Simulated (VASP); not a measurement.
# Al2O3 (Pnnm) in VASP: notebook, part 2 of 2

VASP 6.6.1. The steps go on from the part before.

## (4) Single point, LDA (strain +0.000 along x and y, -0.040 along z)

INCAR reads:

```
SYSTEM = Al2O3
PREC = Accurate
ENCUT = 520
EDIFF = 1E-6
ISMEAR = 0
SIGMA = 0.05
LREAL = .False.
LASPH = .True.
NELM = 60
ALGO = Normal
ISIF = 2
LWAVE = .False.
LCHARG = .True.
LELF = .True.
LVHAR = .True.
NBANDS = 35
```

KPOINTS reads:

```
Automatic mesh
0
Gamma
  6 4 8
  0 0 0
```

POSCAR reads:

```
Al2O3
1.0
    4.5925857122      0.0000000000      0.0000000000
    0.0000000000      9.5731211374      0.0000000000
    0.0000000000      0.0000000000      2.8556043873
Al O
4 6
Direct
    0.4138788494      0.3309999366      0.5000000000
    0.5861211506      0.6690000634      0.5000000000
    0.9138788494      0.1690000634      0.0000000000
    0.0861211506      0.8309999366      0.0000000000
    0.7315554251      0.2226862107      0.5000000000
    0.0000000000      0.0000000000      0.0000000000
    0.7684445749      0.7226862107      0.0000000000
    0.2315554251      0.2773137893      0.0000000000
    0.2684445749      0.7773137893      0.5000000000
    0.5000000000      0.5000000000      0.5000000000
```

Potentials or basis: VASP PAW LDA potentials, release 64 (Al, O).

Run with:

```sh
cat potpaw_LDA.64/Al/POTCAR potpaw_LDA.64/O/POTCAR > POTCAR
mpirun -np 1 vasp_std > vasp.out
```

OUTCAR:

```text
SYSTEM = Al2O3
   PREC = Accurate
   ENCUT = 520
   EDIFF = 1E-6
   ISMEAR = 0
   LREAL = .False.
   LASPH = .True.
   NELM = 60
   ISIF = 2

 ion  position               nearest neighbor table
   1  0.414  0.331  0.500-  10 1.67   8 1.73   8 1.73   5 1.79   3 3.12   3 3.12   3 3.12   3 3.12
                             2 3.33
   2  0.586  0.669  0.500-  10 1.67   7 1.73   7 1.73   9 1.79   4 3.12   4 3.12   4 3.12   4 3.12
                             1 3.33
   3  0.914  0.169  0.000-   6 1.67   5 1.73   5 1.73   8 1.79   1 3.12   1 3.12   1 3.12   1 3.12
                             4 3.33
   4  0.086  0.831  0.000-   6 1.67   9 1.73   9 1.73   7 1.79   2 3.12   2 3.12   2 3.12   2 3.12
                             3 3.33
   5  0.732  0.223  0.500-   3 1.73   3 1.73   1 1.79
   6  0.000  0.000  0.000-   3 1.67   4 1.67
   7  0.768  0.723  0.000-   2 1.73   2 1.73   4 1.79
   8  0.232  0.277  0.000-   1 1.73   1 1.73   3 1.79
   9  0.268  0.777  0.500-   4 1.73   4 1.73   2 1.79
  10  0.500  0.500  0.500-   1 1.67   2 1.67

  LATTYP: Found a simple orthorhombic cell.
 ALAT       =     2.8556043873
 B/A-ratio  =     1.6082709960
 C/A-ratio  =     3.3523975450

  Lattice vectors:
[... 211 lines left out ...]
      5     -13.9568      2.00000
      6     -13.8032      2.00000
[... 901 lines left out ...]
     34      13.5110      0.00000
     35      13.5895      0.00000

 [... further k-points ...]

------------------------ aborting loop because EDIFF is reached ----------------------------------------

  FORCE on cell =-STRESS in cart. coord.  units (eV):
  Direction    XX          YY          ZZ          XY          YZ          ZX
  --------------------------------------------------------------------------------------
  -------------------------------------------------------------------------------------
  Total        3.9176131      2.0422962     13.1579749     -0.0000000      0.0000000      0.0000000
  in kB       49.9946188     26.0627628    167.9154943     -0.0000000      0.0000000      0.0000000
  external PRESSURE =      81.3242920 kB  Pullay stress =       0.0000000 kB

 VOLUME and BASIS-vectors are now :
 -----------------------------------------------------------------------------
  energy-cutoff  :      520.00
  volume of cell :      125.55
      direct lattice vectors                 reciprocal lattice vectors
     4.592585712  0.000000000  0.000000000     0.217742262  0.000000000  0.000000000
     0.000000000  9.573121137  0.000000000     0.000000000  0.104459140  0.000000000
     0.000000000  0.000000000  2.855604387     0.000000000  0.000000000  0.350188564

 POSITION                                       TOTAL-FORCE (eV/Angst)
 -----------------------------------------------------------------------------------
      1.90077      3.16870      1.42780         0.566238      0.433088     -0.000000
      2.69181      6.40442      1.42780        -0.566238     -0.433088      0.000000
      4.19707      1.61786      0.00000         0.566238     -0.433088      0.000000
      0.39552      7.95526      0.00000        -0.566238      0.433088     -0.000000
      3.35973      2.13180      1.42780        -0.655098      0.433851      0.000000
      0.00000      0.00000      0.00000         0.000000      0.000000      0.000000
      3.52915      6.91836      0.00000         0.655098      0.433851     -0.000000
      1.06344      2.65476      0.00000        -0.655098     -0.433851      0.000000
      1.23285      7.44132      1.42780         0.655098     -0.433851     -0.000000
      2.29629      4.78656      1.42780         0.000000      0.000000      0.000000
 -----------------------------------------------------------------------------------
    total drift:                                0.000000     -0.000000      0.000000

  FREE ENERGIE OF THE ION-ELECTRON SYSTEM (eV)
  ---------------------------------------------------
  free  energy   TOTEN  =       -80.6681370152 eV

  energy  without entropy=      -80.6681370152  energy(sigma->0) =      -80.66813702
```

OSZICAR:

```text
N       E                     dE             d eps       ncg     rms          rms(c)
DAV:   1     0.243282871312E+03    0.24328E+03   -0.23500E+04  4200   0.124E+03
DAV:   2    -0.744063418378E+02   -0.31769E+03   -0.30225E+03  5437   0.278E+02
DAV:   3    -0.932518906603E+02   -0.18846E+02   -0.18748E+02  5373   0.709E+01
DAV:   4    -0.934528361717E+02   -0.20095E+00   -0.20079E+00  5048   0.827E+00
DAV:   5    -0.934554784361E+02   -0.26423E-02   -0.26415E-02  5246   0.939E-01    0.210E+01
DAV:   6    -0.811294339797E+02    0.12326E+02   -0.45703E+01  4739   0.344E+01    0.788E+00
DAV:   7    -0.808670997529E+02    0.26233E+00   -0.97634E-01  4840   0.502E+00    0.389E+00
DAV:   8    -0.806906291630E+02    0.17647E+00   -0.11012E-01  5230   0.232E+00    0.123E+00
DAV:   9    -0.806667376601E+02    0.23892E-01   -0.29020E-02  5248   0.120E+00    0.261E-01
DAV:  10    -0.806676750492E+02   -0.93739E-03   -0.23546E-03  4785   0.261E-01    0.163E-01
DAV:  11    -0.806681431103E+02   -0.46806E-03   -0.77883E-04  4647   0.161E-01    0.406E-02
DAV:  12    -0.806681304892E+02    0.12621E-04   -0.18955E-04  5210   0.796E-02    0.170E-02
DAV:  13    -0.806681366103E+02   -0.61211E-05   -0.50236E-05  4698   0.385E-02    0.945E-03
DAV:  14    -0.806681370152E+02   -0.40486E-06   -0.63648E-06  4900   0.144E-02
   1 F= -.80668137E+02 E0= -.80668137E+02  d E =-.262377E-19
```

stdout:

```text
POSCAR found type information on POSCAR AlO
 POSCAR found :  2 types and      10 ions
 scaLAPACK will be used
 LDA part: xc-table for (Slater(with rela. corr.)+CA(PZ))
 , standard interpolation
 POSCAR, INCAR and KPOINTS ok, starting setup
 FFT: planning ... GRIDC
 FFT: planning ... GRID_SOFT
 FFT: planning ... GRID
 WAVECAR not read
 entering main loop
```

Run time: 2.7 min. Hardware: 1 thread of Intel Xeon Platinum 8488C (Sapphire Rapids), shared host; peak memory 0.31 GiB.

Results:

```yaml
Free_energy: -80.6681 eV
Pressure: 8.1 GPa
Largest_force: 0.786 eV/Å
Band_gap_on_the_k_mesh: 3.42 eV
```

Forces in eV/Å, atoms in the order of the input:
```
Al   0.566  0.433  0.000
Al  -0.566 -0.433  0.000
Al   0.566 -0.433  0.000
Al  -0.566  0.433  0.000
O   -0.655  0.434  0.000
O    0.000  0.000  0.000
O    0.655  0.434  0.000
O   -0.655 -0.434  0.000
O    0.655 -0.434  0.000
O    0.000  0.000  0.000
```

Stress tensor (GPa, compression positive):
```
 5.00  0.00  0.00
 0.00  2.61  0.00
 0.00  0.00 16.79
```

Levels at points of the mesh, in eV from the valence-band top:
```tsv
k point	band 22	band 23	band 24	band 25	band 26	band 27
(0.00, 0.00, 0.00)	-0.89	-0.05	0.00	3.42	5.45	6.07
(0.50, 0.00, 0.00)	-1.42	-0.02	-0.02	5.88	5.88	6.73
(0.00, 0.50, 0.00)	-1.24	-0.02	-0.02	4.16	4.16	6.68
(0.50, 0.50, 0.00)	-1.33	-0.02	-0.02	5.88	5.88	6.38
(0.00, 0.00, 0.50)	-2.00	-0.97	-0.97	6.52	6.52	7.22
(0.50, 0.00, 0.50)	-2.06	-1.02	-1.02	6.47	6.47	8.13
(0.00, 0.50, 0.50)	-2.08	-0.89	-0.89	6.36	6.36	7.64
(0.50, 0.50, 0.50)	-2.09	-1.08	-1.08	6.62	6.62	7.94
```

Caveat: the cell differs from its parent crystal (strain +0.000 along x and y, -0.040 along z); the cell stands under pressure. A k mesh can miss the band edges.

## (5) Single point, LDA (strain +0.080 along x and y, +0.000 along z)

INCAR reads:

```
ALGO     = Normal         # electronic algorithm
EDIFF    = 1E-6           # SCF threshold, eV
ENCUT    = 520            # plane-wave cutoff, eV
GGA      = CA             # functional
ISIF     = 2              # what is computed and relaxed
ISMEAR   = 0              # smearing method
LASPH    = T              # aspherical terms in the spheres
LCHARG   = F              # write CHGCAR
LREAL    = F              # projectors in reciprocal space
LWAVE    = F              # write WAVECAR
NBANDS   = 35             # bands
NELM     = 100            # most SCF steps
PREC     = Accurate       # precision mode
SIGMA    = 0.05           # smearing width, eV
```

KPOINTS reads:

```
k-points
0
Gamma
  6 4 8
```

POSCAR, as its differences from that of step 4:

```diff
@@ -2,5 +2,5 @@
 1.0
-    4.5925857122      0.0000000000      0.0000000000
-    0.0000000000      9.5731211374      0.0000000000
-    0.0000000000      0.0000000000      2.8556043873
+    4.9599925692      0.0000000000      0.0000000000
+    0.0000000000     10.3389708284      0.0000000000
+    0.0000000000      0.0000000000      2.9745879034
 Al O
```

Run with:

```sh
cat potpaw_LDA.64/Al/POTCAR potpaw_LDA.64/O/POTCAR > POTCAR
mpirun -np 1 vasp_std > vasp.out
```

Wall time 2.5 min (1 thread of Intel Xeon 6975P-C (Granite Rapids), shared host); peak memory 0.36 GiB.

Results (log left out):

| Item | Value |
| --- | --- |
| Free energy | -79.2419 eV |
| Pressure | -17.2 GPa |
| Largest force | 1.386 eV/Å |
| Band gap on the k mesh | 2.04 eV |

Forces on the atoms (eV/Å):
```
Al   0.682  1.207  0.000
Al  -0.682 -1.207  0.000
Al   0.682 -1.207  0.000
Al  -0.682  1.207  0.000
O   -0.041  0.278  0.000
O    0.000  0.000  0.000
O    0.041  0.278  0.000
O   -0.041 -0.278  0.000
O    0.041 -0.278  0.000
O    0.000  0.000  0.000
```

Stress tensor (GPa, compression positive):
```
-16.06   0.00   0.00
  0.00 -29.27   0.00
  0.00   0.00  -6.38
```

Levels at points of the mesh, in eV from the valence-band top:
| k point | band 20 | band 21 | band 22 | band 23 | band 24 | band 25 | band 26 | band 27 | band 28 | band 29 |
| --- | --- | --- | --- | --- | --- | --- | --- | --- | --- | --- |
| (0.00, 0.00, 0.00) | -2.40 | -1.47 | -0.95 | -0.03 | 0.00 | 2.04 | 3.72 | 5.17 | 5.51 | 6.12 |
| (0.50, 0.00, 0.00) | -3.00 | -1.31 | -1.31 | -0.01 | -0.01 | 4.30 | 4.30 | 5.29 | 5.29 | 6.07 |
| (0.00, 0.50, 0.00) | -2.49 | -1.20 | -1.20 | -0.02 | -0.02 | 2.75 | 2.75 | 5.75 | 5.75 | 6.12 |
| (0.50, 0.50, 0.00) | -3.16 | -1.25 | -1.25 | -0.01 | -0.01 | 4.20 | 4.20 | 5.23 | 5.23 | 6.65 |
| (0.00, 0.00, 0.50) | -2.84 | -1.90 | -1.90 | -0.87 | -0.87 | 5.44 | 5.44 | 6.26 | 6.26 | 6.86 |
| (0.50, 0.00, 0.50) | -2.71 | -1.94 | -1.94 | -0.91 | -0.91 | 5.12 | 5.12 | 6.53 | 6.53 | 7.22 |
| (0.00, 0.50, 0.50) | -2.86 | -1.93 | -1.93 | -0.83 | -0.83 | 5.36 | 5.36 | 6.45 | 6.45 | 6.71 |
| (0.50, 0.50, 0.50) | -2.60 | -1.97 | -1.97 | -0.94 | -0.94 | 5.39 | 5.39 | 6.11 | 6.11 | 7.23 |

Caveat: the cell differs from its parent crystal (strain +0.080 along x and y, +0.000 along z); the cell stands under tension; forces of over 1 eV/Å act on the atoms, so gaps and moduli don't describe the material at rest. A k mesh can miss the band edges.

## (6) Summary

| cell | gap on the mesh (eV) | pressure (GPa) | largest force (eV/Å) |
| --- | --- | --- | --- |
| a = 4.409, b = 9.190, c = 2.975 Å, 10 atoms | 4.10 | 17.1 | 1.72 |
| a = 4.409, b = 9.190, c = 3.094 Å, 10 atoms | 4.06 | 10.0 | 2.35 |
| a = 4.593, b = 9.573, c = 2.856 Å, 10 atoms | 3.42 | 8.1 | 0.79 |
| a = 4.960, b = 10.339, c = 2.975 Å, 10 atoms | 2.04 | -17.2 | 1.39 |

Alike in all rows: task single point; level LDA; potentials or basis VASP PAW LDA potentials, release 64 (Al, O); no spin polarisation; k mesh 6 × 4 × 8; cutoff (eV) 520; smearing gaussian 0.05 eV.

Caveats: the cell stands under pressure (at least some runs); forces of over 1 eV/Å act on the atoms, so gaps and moduli don't describe the material at rest (at least some runs); the cell stands under tension (at least some runs).

Total energies depend on the potentials used, so only differences within one code and one set of settings carry meaning.
